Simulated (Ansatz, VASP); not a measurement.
One calculation of Pb, two programs

INCAR

```
PREC = Accurate
ENCUT = 520
EDIFF = 1E-7
ISMEAR = -1
SIGMA = 0.1
LREAL = F
LASPH = T
NELM = 80
ALGO = Normal
ISIF = 2
LWAVE = F
LCHARG = F
GGA = RE
NBANDS = 21
```

KPOINTS

```
Automatic mesh
0
Gamma
  9 9 9
```

File POSCAR:

```
Pb
1.0
    0.0000000000      3.6625174680      3.6625174680
    3.6625174680      0.0000000000      3.6625174680
    3.6625174680      3.6625174680      0.0000000000
Pb
2
Direct
    0.1250000000      0.1250000000      0.1250000000
    0.8750000000      0.8750000000      0.8750000000
```

Input for Ansatz:

```yaml
crystal:
  lattice:
    - [0.0, 3.662517468, 3.662517468]
    - [3.662517468, 0.0, 3.662517468]
    - [3.662517468, 3.662517468, 0.0]
  atoms:
    - { symbol: Pb, position: [0.125, 0.125, 0.125] }
    - { symbol: Pb, position: [0.875, 0.875, 0.875] }
hamiltonian:
  xc: revpbe
  pseudopotentials:
    kind: paw
    azcp:
      Pb: "pseudopotentials/Pb.paw.azcp"
basis:
  ecutwfc: 420
  fft_grid_basis: typed
kpoints:
  mp_grid: { grid: [9, 9, 9], shift: [0, 0, 0] }
magnetization:
  spin_polarized: false
scf:
  occupations: { method: fermi_dirac, width: 0.1 }
  lower_state_search: "off"
output:
  stress: true
```

Alike in both runs: task single point; functional revPBE; k mesh 9 × 9 × 9; occupations fermi-dirac, width 0.1 eV; no spin polarisation.

|  | VASP | Ansatz |
| --- | --- | --- |
| version | VASP 6.6.1 | Ansatz 0.2.0 |
| potentials or method | VASP PAW PBE potentials, release 64 (Pb_d), cutoff 520 eV | plane waves (420 eV) with PAW, scalar-relativistic |
| valence electrons in the cell | 28 | 28 |

|  | VASP | Ansatz | Ansatz less VASP |
| --- | --- | --- | --- |
| pressure (GPa) | -1.5 | -1.5 | +0.03 |

VASP's potentials were made for PBE, not for revPBE.

Spin-orbit coupling is off throughout.
